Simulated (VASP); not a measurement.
## Tl: single point with PBE

The system is Tl.

```xyz
2
Lattice="3.4501 0.0000 0.0000 -1.7250 2.9879 0.0000 0.0000 0.0000 5.5702" Properties=species:S:1:pos:R:3 pbc="T T T"
Tl    0.0000    1.9919    1.3926
Tl    1.7250    0.9960    4.1777
```

```
Program                : VASP 6.6.1
Task                   : single point
Functional             : PBE
Potentials or basis    : VASP PAW PBE potentials, release 64 (Tl_d)
Cutoff                 : 520 eV
k mesh                 : 11 × 11 × 6
Occupations            : fermi-dirac, width 0.05 eV
Spin                   : no spin polarisation
Dipole correction      : no
Further INCAR settings : ALGO = Normal; EDIFF = 1e-07; NBANDS = 20
```

```yaml
Pressure: 2.9 GPa
Band_gap_on_the_k_mesh: zero (bands 13 and 14 overlap by 5.51 eV)
```

Stress tensor (GPa, compression positive):
```
2.96 0.00 0.00
0.00 2.96 0.00
0.00 0.00 2.75
```

Levels at points of the mesh, in eV from the Fermi level:
| k point | band 11 | band 12 | band 13 | band 14 | band 15 | band 16 |
| --- | --- | --- | --- | --- | --- | --- |
| (0.00, 0.00, 0.00) | -10.00 | -5.19 | -2.83 | 8.09 | 8.09 | 10.14 |
| (0.00, 0.00, 0.50) | -8.59 | -8.59 | 3.22 | 3.22 | 9.05 | 9.05 |

Run time: 32 s on 1 thread of Intel(R) Xeon(R) Platinum 8488C (Sapphire Rapids), on a shared host, peak memory 0.2 GiB.

Caveat: spin-orbit coupling is left out, which moves the levels of the heavy elements.
